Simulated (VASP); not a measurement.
# FeO (Wuestite) (Fm-3m) in VASP: settings compared, part 2 of 2

VASP 6.6.1.

### Step 4. Single point, PBE, collinear spin, ferromagnetic start

File INCAR:

```
SYSTEM = FeO
PREC = Accurate
ENCUT = 520
EDIFF = 1E-7
ISMEAR = 0
SIGMA = 0.024
LREAL = .False.
LASPH = .True.
NELM = 150
ALGO = Normal
ISIF = 2
LWAVE = .False.
LCHARG = .False.
ISPIN = 2
MAGMOM = 3 0
LORBIT = 11
LMAXMIX = 4
GGA = PE
NBANDS = 18
```

File KPOINTS:

```
regular mesh
0
Gamma
  11 11 11
  0 0 0
```

File POSCAR:

```
FeO
1.0
    0.0000000000      2.1554000000      2.1554000000
    2.1554000000      0.0000000000      2.1554000000
    2.1554000000      2.1554000000      0.0000000000
Fe O
1 1
Direct
    0.0000000000      0.0000000000      0.0000000000
    0.5000000000      0.5000000000      0.5000000000
```

Run with:

```
$ cat potpaw_PBE.64/Fe/POTCAR potpaw_PBE.64/O/POTCAR > POTCAR
$ mpirun -np 1 vasp_std > vasp.out
```

It took 72 s on 1 thread of AMD EPYC 7R13, shared host; peak memory 0.14 GiB.

It converged, with:

| Item | Value |
| --- | --- |
| Free energy | -14.9298 eV |
| Pressure | -0.2 GPa |
| Band gap on the k mesh | zero (filled and empty bands overlap) |
| Net moment | 4.00 μB per cell |
| Site moments | Fe +3.62; O +0.30 μB |
| Valence electrons inside the program's atomic spheres | Fe 6.73; O 4.99 |

Levels at points of the mesh, in eV from the Fermi level:
Spin up:
| k point | band 6 | band 7 | band 8 | band 9 | band 10 | band 11 | band 12 | band 13 |
| --- | --- | --- | --- | --- | --- | --- | --- | --- |
| (0.00, 0.00, 0.00) | -3.80 | -3.80 | -3.68 | -3.68 | 0.09 | 15.47 | 17.03 | 17.03 |
Spin down:
| k point | band 1 | band 2 | band 3 | band 4 | band 5 | band 6 | band 7 | band 8 | band 9 | band 10 |
| --- | --- | --- | --- | --- | --- | --- | --- | --- | --- | --- |
| (0.00, 0.00, 0.00) | -20.19 | -3.24 | -3.24 | -3.24 | -0.74 | -0.74 | -0.74 | 0.19 | 0.19 | 0.89 |

Caveat: a cell with one magnetic atom can't hold antiferromagnetic order, which such compounds often take; semilocal functionals often make such compounds metallic where correlation or magnetic order opens a gap, which also shifts bond lengths.

### Step 5. Single point, PBE, collinear spin, ferromagnetic start

File INCAR:

```
SYSTEM = FeO
ALGO = Normal
EDIFF = 1E-6
ENCUT = 520
GGA = PE
ISIF = 2
ISMEAR = 0
ISPIN = 2
LASPH = .True.
LCHARG = .True.
LELF = .True.
LMAXMIX = 4
LORBIT = 11
LREAL = .False.
LVHAR = .True.
LWAVE = .False.
MAGMOM = 3 0
NBANDS = 18
NELM = 150
PREC = Accurate
SIGMA = 0.025
```

File KPOINTS:

```
k-points
0
Gamma
  11 11 11
  0 0 0
```

POSCAR is that of step 4.

Run with:

```
$ cat potpaw_PBE.64/Fe/POTCAR potpaw_PBE.64/O/POTCAR > POTCAR
$ mpirun -np 1 vasp_std > vasp.out
```

Wall time 83 s (1 thread of AMD EPYC 7R13, shared host); peak memory 0.14 GiB.

The run converged. Its results:

```
Free energy                                           : -14.9299 eV
Pressure                                              : -0.2 GPa
Band gap on the k mesh                                : zero (filled and empty bands overlap)
Net moment                                            : 4.00 μB per cell
Site moments                                          : Fe +3.62; O +0.30 μB
Valence electrons inside the program's atomic spheres : Fe 6.73; O 4.99
```

Levels at points of the mesh, in eV from the Fermi level:
Spin up:
```
           k point  band 7  band 8  band 9  band 10  band 11  band 12
(0.00, 0.00, 0.00)   -3.80   -3.68   -3.68     0.09    15.47    17.03
```
Spin down:
| k point | band 2 | band 3 | band 4 | band 5 | band 6 | band 7 | band 8 | band 9 |
| --- | --- | --- | --- | --- | --- | --- | --- | --- |
| (0.00, 0.00, 0.00) | -3.24 | -3.24 | -3.24 | -0.74 | -0.74 | -0.74 | 0.19 | 0.19 |

Caveat: a cell with one magnetic atom can't hold antiferromagnetic order, which such compounds often take; semilocal functionals often make such compounds metallic where correlation or magnetic order opens a gap, which also shifts bond lengths.

### Step 6. Single point, BLYP, collinear spin, ferromagnetic start

This run uses another cell than the first one, of 10.39 Å³/atom, 1.038 times its volume.

File INCAR:

```
PREC     = Accurate       # precision mode
ENCUT    = 520            # plane-wave cutoff, eV
EDIFF    = 1E-6           # SCF threshold, eV
ISMEAR   = -1             # smearing method
SIGMA    = 0.05           # smearing width, eV
LREAL    = F              # projectors in reciprocal space
LASPH    = T              # aspherical terms in the spheres
NELM     = 150            # most SCF steps
ALGO     = Normal         # electronic algorithm
ISIF     = 2              # what is computed and relaxed
LWAVE    = F              # write WAVECAR
LCHARG   = T              # write CHGCAR
ISPIN    = 2              # spin polarisation
MAGMOM   = 3 0            # initial moments
LORBIT   = 11             # projections on sites
LMAXMIX  = 4              # l up to which the mixer works
GGA      = B5             # functional
ALDAX    = 1.0          
AGGAX    = 1.0          
AGGAC    = 1.0          
ALDAC    = 0.0          
LELF     = T              # ELF
LVHAR    = T            
NBANDS   = 18             # bands
```

File KPOINTS:

```
regular mesh
0
Gamma
  11 11 11
```

File POSCAR:

```
FeO
1.0
    0.0000000000      2.1822894849      2.1822894849
    2.1822894849      0.0000000000      2.1822894849
    2.1822894849      2.1822894849      0.0000000000
Fe O
1 1
Direct
    0.0000000000      0.0000000000      0.0000000000
    0.5000000000      0.5000000000      0.5000000000
```

Potentials or basis: VASP PAW PBE potentials, release 64 (Fe, O).

Run with:

```
$ cat potpaw_PBE.64/Fe/POTCAR potpaw_PBE.64/O/POTCAR > POTCAR
$ mpirun -np 1 vasp_std > vasp.out
```

Wall time 96 s (1 thread of AMD EPYC 7R13, shared host); peak memory 0.14 GiB.

It converged, with:

- Free energy: -13.8945 eV
- Pressure: 0.1 GPa
- Band gap on the k mesh: zero (filled and empty bands overlap)
- Net moment: 4.00 μB per cell
- Site moments: Fe +3.60; O +0.32 μB
- Valence electrons inside the program's atomic spheres: Fe 6.70; O 4.99

Levels at points of the mesh, in eV from the Fermi level:
Spin up:
| k point | band 5 | band 6 | band 7 | band 8 | band 9 | band 10 | band 11 | band 12 | band 13 | band 14 |
| --- | --- | --- | --- | --- | --- | --- | --- | --- | --- | --- |
| (0.00, 0.00, 0.00) | -3.60 | -3.60 | -3.60 | -3.48 | -3.48 | 0.30 | 16.14 | 17.16 | 17.16 | 17.16 |
Spin down:
| k point | band 3 | band 4 | band 5 | band 6 | band 7 | band 8 |
| --- | --- | --- | --- | --- | --- | --- |
| (0.00, 0.00, 0.00) | -3.04 | -3.04 | -0.68 | -0.68 | -0.68 | 0.19 |

Caveat: the PAW data sets were made with another functional, which shifts forces and pressure a little; a cell with one magnetic atom can't hold antiferromagnetic order, which such compounds often take; semilocal functionals often make such compounds metallic where correlation or magnetic order opens a gap, which also shifts bond lengths.

### Step 7. Summary

```tsv
level	cell	smearing	gap on the mesh (eV)	pressure (GPa)	moment (μB)
PBE	a = 3.048 Å, angles 60.0°, 2 atoms	gaussian 0.022 eV	none	-0.2	4.00
PBE	a = 3.048 Å, angles 60.0°, 2 atoms	gaussian 0.023 eV	none	-0.2	4.00
PBE	a = 3.048 Å, angles 60.0°, 2 atoms	gaussian 0.024 eV	none	-0.2	4.00
PBE	a = 3.048 Å, angles 60.0°, 2 atoms	gaussian 0.025 eV	none	-0.2	4.00
BLYP	a = 3.086 Å, angles 60.0°, 2 atoms	fermi-dirac 0.05 eV	none	0.1	4.00
```

Alike in all rows: task single point; potentials or basis VASP PAW PBE potentials, release 64 (Fe, O); spin collinear, ferromagnetic start; k mesh 11 × 11 × 11; cutoff (eV) 520.

Every run on the cell as given and a fine mesh finds a metal.

Caveats: a cell with one magnetic atom can't hold antiferromagnetic order, which such compounds often take; semilocal functionals often make such compounds metallic where correlation or magnetic order opens a gap, which also shifts bond lengths; the PAW data sets were made with another functional, which shifts forces and pressure a little (some runs).

Absolute energies hang on the potentials; compare differences alone.

### Step 8. How close it comes

Step 2. Against the measured gap of FeO, 2.4 eV (optical; quoted in “W\"ustite: Electric, thermodynamic and optical properties of FeO”, 2012, arxiv:1203.1201), the calculated 0.00 eV is off by -2.40 eV. So large a miss can be the level of theory's own, or it may mean another phase, state or a wrong row. The value is that of PBE on a finite k mesh, which can miss the band edges, without temperature or zero-point motion. Semilocal functionals fall short of measured gaps as a rule. The run's magnetic order (collinear spin, ferromagnetic start) needn't be the measured crystal's.

Step 3. Against the measured gap of FeO, 2.4 eV (optical; quoted in “W\"ustite: Electric, thermodynamic and optical properties of FeO”, 2012, arxiv:1203.1201), the calculated 0.00 eV is off by -2.40 eV. So large a miss can be the level of theory's own, or it may mean another phase, state or a wrong row. The value is that of PBE on a finite k mesh, which can miss the band edges, without temperature or zero-point motion. Semilocal functionals fall short of measured gaps as a rule. The run's magnetic order (collinear spin, ferromagnetic start) needn't be the measured crystal's.

Step 4. A measured gap of FeO is 2.4 eV (optical; quoted in “W\"ustite: Electric, thermodynamic and optical properties of FeO”, 2012, arxiv:1203.1201); the calculated 0.00 eV misses it by -2.40 eV. So large a miss can be the level of theory's own, or it may mean another phase, state or a wrong row. The value is that of PBE on a finite k mesh, which can miss the band edges, without temperature or zero-point motion. Semilocal functionals fall short of measured gaps as a rule. The run's magnetic order (collinear spin, ferromagnetic start) needn't be the measured crystal's.

Step 5. Against the measured gap of FeO, 2.4 eV (optical; quoted in “W\"ustite: Electric, thermodynamic and optical properties of FeO”, 2012, arxiv:1203.1201), the calculated 0.00 eV is off by -2.40 eV. So large a miss can be the level of theory's own, or it may mean another phase, state or a wrong row. The value is that of PBE on a finite k mesh, which can miss the band edges, without temperature or zero-point motion. Semilocal functionals fall short of measured gaps as a rule. The run's magnetic order (collinear spin, ferromagnetic start) needn't be the measured crystal's.

Step 6. A measured gap of FeO is 2.4 eV (optical; quoted in “W\"ustite: Electric, thermodynamic and optical properties of FeO”, 2012, arxiv:1203.1201); the calculated 0.00 eV misses it by -2.40 eV. So large a miss can be the level of theory's own, or it may mean another phase, state or a wrong row. The value is that of BLYP on a finite k mesh, which can miss the band edges, without temperature or zero-point motion. Semilocal functionals fall short of measured gaps as a rule. The run's magnetic order (collinear spin, ferromagnetic start) needn't be the measured crystal's.
